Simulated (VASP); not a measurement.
**MgZnO4: relaxation of cell and atoms with PBE**

The system is MgZnO4.

```
CELL_PARAMETERS angstrom
0.00000 3.11912 3.11912
3.11912 0.00000 3.11912
3.11912 3.11912 0.00000
ATOMIC_POSITIONS crystal
Mg 0.75000 0.75000 0.75000
Zn 0.00000 0.00000 0.00000
O 0.37532 0.87403 0.37532
O 0.87403 0.37532 0.37532
O 0.37532 0.37532 0.87403
O 0.37532 0.37532 0.37532
```

- Program: VASP 6.6.1
- Task: relaxation of cell and atoms
- Functional: PBE
- Potentials or basis: VASP PAW PBE potentials, release 64 (Mg, Zn, O)
- Cutoff: 600 eV
- k mesh: 10 × 10 × 10
- Occupations: gaussian, width 0.1 eV
- Spin: no spin polarisation
- Dipole correction: no
- Further INCAR settings: ALGO = Normal; EDIFF = 1e-06; IBRION = 2; EDIFFG = -0.01; NSW = 100; ISIF = 3

```yaml
Relaxed_volume: 10.10 Å³/atom
Relaxed_cell: a = 4.408 Å, b = 4.408 Å, c = 4.408 Å, α = 60.00°, β = 60.00°, γ = 60.00°
Space_group_after_relaxing_to_0.05_Å: F-43m (No. 216)
Energy_gained_by_relaxing: 0.0 meV/atom
Ionic_steps: 2
Pressure_after_relaxing: 0.0 GPa
Band_gap_on_the_k_mesh: zero (band 19 reaches 3.79 eV, above the bottom of band 20 at 3.61 eV)
```

Final structure:
```cif
data_structure
_symmetry_space_group_name_H-M 'P 1'
_symmetry_Int_Tables_number 1
_cell_length_a 4.4082
_cell_length_b 4.4082
_cell_length_c 4.4082
_cell_angle_alpha 60.000
_cell_angle_beta 60.000
_cell_angle_gamma 60.000
_cell_volume 60.57
loop_
_atom_site_label
_atom_site_type_symbol
_atom_site_fract_x
_atom_site_fract_y
_atom_site_fract_z
_atom_site_occupancy
Mg1 Mg 0.75000 0.75000 0.75000 1
Zn1 Zn 0.00000 0.00000 0.00000 1
O1 O 0.37535 0.87395 0.37535 1
O2 O 0.87395 0.37535 0.37535 1
O3 O 0.37535 0.37535 0.87395 1
O4 O 0.37535 0.37535 0.37535 1
```

Levels at points of the mesh, in eV from the Fermi level:
```csv
k point,band 15,band 16,band 17,band 18,band 19,band 20,band 21,band 22,band 23
"(0.00, 0.00, 0.00)",-3.66,-2.69,0.03,0.03,0.03,0.89,0.89,0.89,4.32
"(0.50, 0.00, 0.00)",-2.84,-2.13,-2.13,-2.13,0.06,0.37,0.81,0.81,2.72
"(0.50, 0.50, 0.00)",-3.14,-2.20,-2.07,-2.07,-1.97,0.68,0.68,1.70,3.72
```

Run time: 5 min on 1 thread of AMD EPYC 7R13 (shared host), peak memory 0.24 GiB.
